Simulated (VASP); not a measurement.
# AlN (C2) in VASP: single point with PBE

Aim: the single point of AlN with PBE.

Program: VASP 6.6.1. These are calculated values, not measurements. Logs are shortened: lines on timing, memory, paths and dates and some standing lists are left out, and cuts for length are marked.

## 1. The cell of the first run

The typed cell holds 4 atoms: a = 3.291 Å, b = 3.472 Å, c = 4.281 Å, α = 90.00°, β = 85.49°, γ = 121.84°.

## 2. Single point, PBE (strained and its atoms moved)

Contents of INCAR:

```
  PREC = Accurate
  ENCUT = 520
  EDIFF = 1E-7
  ISMEAR = 0
  SIGMA = 0.02
  LREAL = False
  LASPH = True
  NELM = 100
  ALGO = Normal
  ISIF = 2
  LWAVE = False
  LCHARG = False
  GGA = PE
  NBANDS = 16
```

Contents of KPOINTS:

```
Automatic mesh
0
Gamma
  9 9 6
```

Contents of POSCAR:

```
AlN
1.0
    3.2861487544     -0.1071469442      0.1324846297
   -1.7358663528      3.0065956316     -0.0000115044
    0.1675025200      0.0966908297      4.2762137087
Al N
2 2
Direct
    0.3256688044      0.6623759776      0.7545251956
    0.6743311956      0.3367071632      0.2454748044
    0.3229702052      0.6619435373      0.2519890822
    0.6770297948      0.3389733220      0.7480109178
```

Potentials or basis: VASP PAW PBE potentials, release 64 (Al, N).

Run with:

```bash
> cat potpaw_PBE.64/Al/POTCAR potpaw_PBE.64/N/POTCAR > POTCAR
> mpirun -np 1 vasp_std > vasp.out
```

OUTCAR:

```text
PREC = Accurate
   ENCUT = 520
   EDIFF = 1E-7
   ISMEAR = 0
   LREAL = False
   LASPH = True
   NELM = 100
   ISIF = 2
   GGA = PE

 ion  position               nearest neighbor table
   1  0.326  0.662  0.755-   4 1.82   4 1.99   4 2.00   3 2.13   3 2.15   2 2.65   2 2.88   2 2.88
                             2 2.96   2 2.96   2 2.97
   2  0.674  0.337  0.245-   3 1.82   3 1.99   3 2.00   4 2.13   4 2.15   1 2.65   1 2.88   1 2.88
                             1 2.96   1 2.96   1 2.97
   3  0.323  0.662  0.252-   2 1.82   2 1.99   2 2.00   1 2.13   1 2.15
   4  0.677  0.339  0.748-   1 1.82   1 1.99   1 2.00   2 2.13   2 2.15

  LATTYP: Found a base centered monoclinic cell.
 ALAT       =     5.5909049325
 B/A-ratio  =     0.6209587561
 C/A-ratio  =     0.7656336997
 COS(beta)  =    -0.0924740286

  Lattice vectors:

 A1 = (  -3.2861487544,   0.1071469442,  -0.1324846297)
 A2 = (  -1.5502824016,  -2.8994486874,  -0.1324731253)
 A3 = (   0.1675025200,   0.0966908297,   4.2762137087)

Analysis of symmetry for initial positions (statically):
=====================================================================
 Subroutine PRICEL returns:
 Original cell was already a primitive cell.

 Routine SETGRP: Setting up the symmetry group for a
 base centered monoclinic supercell.

 Subroutine GETGRP returns: Found  2 space group operations
 (whereof  2 operations were pure point group operations)
 out of a pool of  4 trial point group operations.

The static configuration has the point symmetry C_2 .

Analysis of symmetry for dynamics (positions and initial velocities):
=====================================================================
 Subroutine PRICEL returns:
 Original cell was already a primitive cell.

 Routine SETGRP: Setting up the symmetry group for a
 base centered monoclinic supercell.

 Subroutine GETGRP returns: Found  2 space group operations
 (whereof  2 operations were pure point group operations)
 out of a pool of  4 trial point group operations.

The dynamic configuration has the point symmetry C_2 .

 Subroutine INISYM returns: Found  2 space group operations
 (whereof  2 operations are pure point group operations),
 and found     1 'primitive' translations

----------------------------------------------------------------------------------------

[... 91 lines left out ...]
   LNONCOLLINEAR =      F non collinear calculations
   LSORBIT =      F    spin-orbit coupling
   LASPH  =      T    aspherical Exc in radial PAW
   ENCUT  =  520.0 eV  38.22 Ry    6.18 a.u.   6.12  6.46  7.96*2*pi/ulx,y,z
   NELM   =    100;   NELMIN=  2; NELMDL= -5     # of ELM steps
   EDIFF  = 0.1E-06   stopping-criterion for ELM
   LREAL  =      F    real-space projection
   EDIFFG = 0.1E-05   stopping-criterion for IOM
   NSW    =      0    number of steps for IOM
   IBRION =     -1    ionic relax: 0-MD 1-quasi-New 2-CG
   NFREE  =      0    steps in history (QN), initial steepest desc. (CG)
   ISIF   =      2    stress and relaxation
   ISYM   =      2    0-nonsym 1-usesym 2-fastsym
   POTIM  = 0.5000    time-step for ionic-motion
   TEBEG  =    0.0;   TEEND  =   0.0 temperature during run
   PSTRESS=    0.0 pullay stress
   NELECT =      16.0000    total number of electrons
   NUPDOWN=      -1.0000    fix difference up-down
   EMIN   =  10.00;   EMAX   =-10.00  energy-range for DOS
   EFERMI =   0.00;   METHOD = LEGACY
   ISMEAR =     0;   SIGMA  =   0.02  broadening in eV -4-tet -1-fermi 0-gaus
   EFERMI_NEDOS =   21; number of points for ismear=-14 and -15
   IALGO  =     38    algorithm
   IMIX   =      4    mixing-type and parameters
     AMIX     =   0.40;   BMIX     =  1.00
     AMIX_MAG =   1.60;   BMIX_MAG =  1.00
  volume/ion in A,a.u.               =      10.34        69.79
  Fermi-wavevector in a.u.,A,eV,Ry     =   1.192806  2.254076 19.358175  1.422786
  Thomas-Fermi vector in A             =   2.328835
   LORBIT       =      0    0 simple, 1 ext, 2 COOP (PROOUT), +10 PAW based schemes
   GGA     = PE    functional components
   LHFCALC =     F    Hartree Fock is set to
   AEXX    =    0.0000 exact exchange contribution
   IVDW    =     0    specifies the selected vdW correction
   LEPSILON=     F    determine dielectric tensor
   LRPA    =     F    only Hartree local field effects (RPA)
 non-spin polarized calculation
 Gauss-broadening in eV      SIGMA  =   0.02
  energy-cutoff  :      520.00
  volume of cell :       41.37
 maximum number of plane-waves:      1139
   NGX = 13   NGY = 13   NGZ = 15

 number of electron      15.9999996 magnetization

 Free energy of the ion-electron system (eV)
  ---------------------------------------------------
  ext. energy  EPLUGINS =         0.00000000
  ---------------------------------------------------
  free energy    TOTEN  =       -28.81588492 eV

  energy without entropy =      -28.81588492  energy(sigma->0) =      -28.81588492

 E-fermi :   7.8803     XC(G=0): -10.9931

 val. band max:        7.7334243930   @ k =   0.0000   0.0000   0.0000
 cond. band min:      10.3265061208   @ k =   0.0000   0.0000   0.0000
 fundamental gap:      2.5930817278
 Fermi energy:         7.8802989631

 k-point     1 :       0.0000    0.0000    0.0000
  band No.  band energies     occupation
      1      -8.9782      2.00000
      2      -5.5635      2.00000
      3       0.8723      2.00000
      4       4.3898      2.00000
      5       4.4571      2.00000
      6       5.8313      2.00000
[... 433 lines left out ...]
      3       1.3838      2.00000
      4       2.3756      2.00000
      5       3.0792      2.00000
      6       3.8215      2.00000
[... 8 lines left out ...]
     15      19.2042      0.00000
     16      20.1232      0.00000

 [... further k-points ...]
[... 5 lines left out ...]
  --------------------------------------------------------------------------------------
  -------------------------------------------------------------------------------------
  Total        1.2272984     -3.1929589     -1.4170237      3.8280921     -2.2262806     -3.8560931
  in kB       47.5363156   -123.6712357    -54.8848496    148.2715232    -86.2293824   -149.3560720
  external PRESSURE =     -43.6732566 kB  Pullay stress =       0.0000000 kB

 VOLUME and BASIS-vectors are now :
 -----------------------------------------------------------------------------
  energy-cutoff  :      520.00
  volume of cell :       41.37
      direct lattice vectors                 reciprocal lattice vectors
     3.286148754 -0.107146944  0.132484630     0.310813051  0.179448717 -0.016232354
    -1.735866353  3.006595632 -0.000011504     0.011386218  0.339175927 -0.008115222
     0.167502520  0.096690830  4.276213709    -0.009629505 -0.005558725  0.234354621

 POSITION                                       TOTAL-FORCE (eV/Angst)
 -----------------------------------------------------------------------------------
      0.04678      2.02956      3.26965         1.544820      0.924137     -0.308030
      1.67259      0.96382      1.13904        -1.572738     -0.875781      0.308030
     -0.04551      1.97996      1.12034         1.766266      0.987514     -0.413556
      1.76170      1.01894      3.28835        -1.738348     -1.035870      0.413556
 -----------------------------------------------------------------------------------
    total drift:                               -0.000007      0.000006      0.000003

  FREE ENERGIE OF THE ION-ELECTRON SYSTEM (eV)
  ---------------------------------------------------
  free  energy   TOTEN  =       -28.8158849217 eV

  energy  without entropy=      -28.8158849217  energy(sigma->0) =      -28.81588492
```

OSZICAR:

```text
N       E                     dE             d eps       ncg     rms          rms(c)
DAV:   1     0.423574057941E+02    0.42357E+02   -0.72544E+03  4488   0.894E+02
DAV:   2    -0.298067744759E+02   -0.72164E+02   -0.65381E+02  6472   0.185E+02
DAV:   3    -0.332991008379E+02   -0.34923E+01   -0.34791E+01  5440   0.422E+01
DAV:   4    -0.333214535981E+02   -0.22353E-01   -0.22351E-01  5544   0.380E+00
DAV:   5    -0.333217644726E+02   -0.31087E-03   -0.31087E-03  5368   0.449E-01    0.117E+01
DAV:   6    -0.288306033755E+02    0.44912E+01   -0.94562E+00  5824   0.227E+01    0.386E+00
DAV:   7    -0.288385736849E+02   -0.79703E-02   -0.69145E-01  4984   0.574E+00    0.281E+00
DAV:   8    -0.288236227001E+02    0.14951E-01   -0.95008E-02  5280   0.264E+00    0.823E-01
DAV:   9    -0.288153963553E+02    0.82263E-02   -0.18155E-02  6168   0.106E+00    0.275E-01
DAV:  10    -0.288158829082E+02   -0.48655E-03   -0.26012E-03  5000   0.344E-01    0.970E-02
DAV:  11    -0.288158774562E+02    0.54520E-05   -0.17894E-04  5456   0.113E-01    0.190E-02
DAV:  12    -0.288158852319E+02   -0.77757E-05   -0.12719E-05  5400   0.284E-02    0.101E-02
DAV:  13    -0.288158848923E+02    0.33964E-06   -0.29634E-06  5360   0.139E-02    0.195E-03
DAV:  14    -0.288158849217E+02   -0.29395E-07   -0.23609E-07  5240   0.392E-03
   1 F= -.28815885E+02 E0= -.28815885E+02  d E =-.879359E-28
```

It took 57 s on 1 thread of Intel Xeon Platinum 8259CL at 2.50GHz (Skylake/Cascade Lake), shared host; peak memory 0.2 GiB.

What came out:

```
Free energy            : -28.8159 eV
Pressure               : -4.4 GPa
Largest force          : 2.065 eV/Å
Band gap on the k mesh : 2.59 eV
```

Forces in eV/Å, atoms in the order of the input:
```
Al   1.545  0.924 -0.308
Al  -1.573 -0.876  0.308
N    1.766  0.988 -0.414
N   -1.738 -1.036  0.414
```

Levels at points of the mesh, in eV from the valence-band top:
| k point | band 6 | band 7 | band 8 | band 9 | band 10 | band 11 |
| --- | --- | --- | --- | --- | --- | --- |
| (0.00, 0.00, 0.00) | -1.90 | -1.85 | 0.00 | 2.59 | 3.85 | 7.37 |
| (0.00, 0.00, 0.50) | -2.64 | -2.39 | -2.37 | 4.75 | 5.15 | 6.86 |

Caveat: the cell differs from its parent crystal (strained and its atoms moved); the cell stands under tension; an odd mesh through Γ misses points on the zone boundary, where band edges can lie; forces of over 1 eV/Å act on the atoms, so gaps and moduli don't describe the material at rest.
